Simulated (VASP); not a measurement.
Set up this calculation in VASP 6.6.1, as the native input.

* Task: single point
* Functional: r2SCAN
* Potentials or basis: VASP PAW PBE potentials, release 64 (B, N)
* Cutoff: 520 eV
* k mesh: 12 × 12 × 6
* Occupations: gaussian, width 0.02 eV
* Spin: no spin polarisation
* Dipole correction: no
* Further INCAR settings: ALGO = Normal; EDIFF = 1e-07; NBANDS = 16

Crystal: BN.

```
B N
1.0
     2.43654    0.00000    0.00000
    -1.21827    2.11011    0.00000
     0.00000    0.00000    4.81430
B N
2 2
Direct
  0.33333 0.66667 0.25000
  0.66667 0.33333 0.75000
  0.33333 0.66667 0.75000
  0.66667 0.33333 0.25000
```

One way to write it, as run:

POSCAR

```
BN
1.0
    2.4365401756      0.0000000000      0.0000000000
   -1.2182700878      2.1101056894      0.0000000000
    0.0000000000      0.0000000000      4.8142956560
B N
2 2
Direct
    0.3333333333      0.6666666667      0.2500000000
    0.6666666667      0.3333333333      0.7500000000
    0.3333333333      0.6666666667      0.7500000000
    0.6666666667      0.3333333333      0.2500000000
```

INCAR.step1

```
ALGO = Normal ; EDIFF = 1E-4
ENCUT = 520 ; GGA = PE
ISMEAR = 0 ; LASPH = True
LCHARG = False ; LREAL = False
LWAVE = True ; NBANDS = 16
NELM = 80 ; PREC = Accurate
SIGMA = 0.02
```

INCAR.step2

```
ALGO = Normal ; EDIFF = 1E-7
ENCUT = 520 ; ISIF = 2
ISMEAR = 0 ; ISTART = 1
LASPH = True ; LCHARG = False
LMIXTAU = True ; LREAL = False
LWAVE = False ; METAGGA = R2SCAN
NBANDS = 16 ; NELM = 80
PREC = Accurate ; SIGMA = 0.02
```

KPOINTS

```
k-points
0
Gamma
  12 12 6
```

Potentials or basis: VASP PAW PBE potentials, release 64 (B, N).

Command:

```bash
$ cat potpaw_PBE.64/B/POTCAR potpaw_PBE.64/N/POTCAR > POTCAR
$ cp INCAR.step1 INCAR
$ mpirun -np 1 vasp_std > vasp.out
$ cp INCAR.step2 INCAR
$ mpirun -np 1 vasp_std > vasp.out
```

It gave:

```
Pressure               : 50.7 GPa
Band gap on the k mesh : 4.47 eV, indirect (least direct gap 5.29 eV)
```

Caveat: the PAW data sets were made with another functional, which shifts forces and pressure a little.

Run time: 45 s on 1 thread of Intel(R) Xeon(R) 6975P-C (Granite Rapids) (shared host), peak memory 0.15 GiB.
